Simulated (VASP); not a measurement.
**HfTiSe: single point with PBE**

HfTiSe:

```
Hf Ti Se
1.0
     3.92202    0.00000    0.00000
     0.00000    3.92202    0.00000
     0.00000    0.00000    7.20025
Hf Ti Se
2 2 2
Cartesian
  0.0000 0.0000 0.0000
  1.9610 1.9610 0.0000
  0.0000 1.9610 2.5519
  1.9610 0.0000 4.6484
  0.0000 1.9610 5.1315
  1.9610 0.0000 2.0688
```

```
Program             : VASP 6.6.1
Task                : single point
Functional          : PBE
Potentials or basis : VASP PAW PBE potentials, release 64 (Hf_pv, Ti_sv, Se)
Cutoff              : 520 eV
k mesh              : 4 × 4 × 4
Occupations         : gaussian, width 0.1 eV
Spin                : no spin polarisation
```

```
Pressure               : -0.3 GPa
Largest force          : 0.044 eV/Å
Band gap on the k mesh : zero (band 28 reaches 7.80 eV, above the bottom of band 29 at 6.76 eV)
```

Forces on the atoms (eV/Å):
```
Hf   0.000  0.000  0.000
Hf   0.000  0.000  0.000
Ti   0.000  0.000 -0.027
Ti   0.000  0.000  0.027
Se   0.000  0.000  0.044
Se   0.000  0.000 -0.044
```

Stress tensor (GPa, compression positive):
```
-0.40  0.00  0.00
 0.00 -0.40  0.00
 0.00  0.00 -0.16
```

Levels at points of the mesh, in eV from the Fermi level:
| k point | band 26 | band 27 | band 28 | band 29 | band 30 | band 31 |
| --- | --- | --- | --- | --- | --- | --- |
| (0.00, 0.00, 0.00) | -1.71 | -0.53 | -0.39 | -0.19 | -0.19 | 0.03 |
| (0.50, 0.00, 0.00) | -0.63 | 0.02 | 0.02 | 0.70 | 0.70 | 1.18 |
| (0.50, 0.50, 0.00) | -1.33 | -0.53 | -0.53 | 0.71 | 0.71 | 1.04 |
| (0.00, 0.00, 0.50) | -1.68 | -1.26 | -0.79 | -0.79 | -0.15 | 0.17 |
| (0.50, 0.00, 0.50) | -0.28 | -0.06 | -0.06 | 0.83 | 0.83 | 1.22 |
| (0.50, 0.50, 0.50) | -1.18 | -1.15 | -1.15 | 0.72 | 0.72 | 1.04 |

It took 3.5 min on 1 thread of Intel(R) Xeon(R) Platinum 8259CL CPU @ 2.50GHz (Skylake/Cascade Lake), with other jobs on the host, peak memory 0.25 GiB.

Caveat: the k points lie up to 0.40 Å⁻¹ apart; spin-orbit coupling is left out, which moves the levels of the heavy elements.
